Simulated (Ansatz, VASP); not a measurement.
**Two plane-wave programs on Hf**

```xyz
2
Lattice="3.1184 0.0000 0.0000 -1.5592 2.7006 0.0000 0.0000 0.0000 4.9475" Properties=species:S:1:pos:R:3 pbc="T T T"
Hf    0.0000    1.8004    1.2369
Hf    1.5592    0.9002    3.7107
```

Alike in both runs: task single point; functional LDA; k mesh 12 × 12 × 7; occupations methfessel-paxton of order 1, width 0.3 eV; no spin polarisation.

|  | VASP | Ansatz |
| --- | --- | --- |
| version | VASP 6.6.1 | Ansatz 0.2.0 |
| potentials or method | VASP PAW LDA potentials, release 64 (Hf_pv), cutoff 520 eV | plane waves (420 eV) with PAW, scalar-relativistic |
| valence electrons in the cell | 20 | 52 |

|  | VASP | Ansatz | Ansatz less VASP |
| --- | --- | --- | --- |
| pressure (GPa) | 0.0 | -0.1 | -0.08 |
| traceless stress, the component that is largest in VASP (GPa) | -0.14 | -0.11 | +0.029 |

Ansatz warns that its potentials were made for another functional, while VASP's fit it. LDA's correlation is that of Perdew and Zunger in VASP and of Perdew and Wang (1992) in Ansatz. VASP's potentials hold 20 valence electrons a cell and Ansatz's 52, so a difference there can come from the potentials and not from the codes.

Spin-orbit coupling is off throughout.
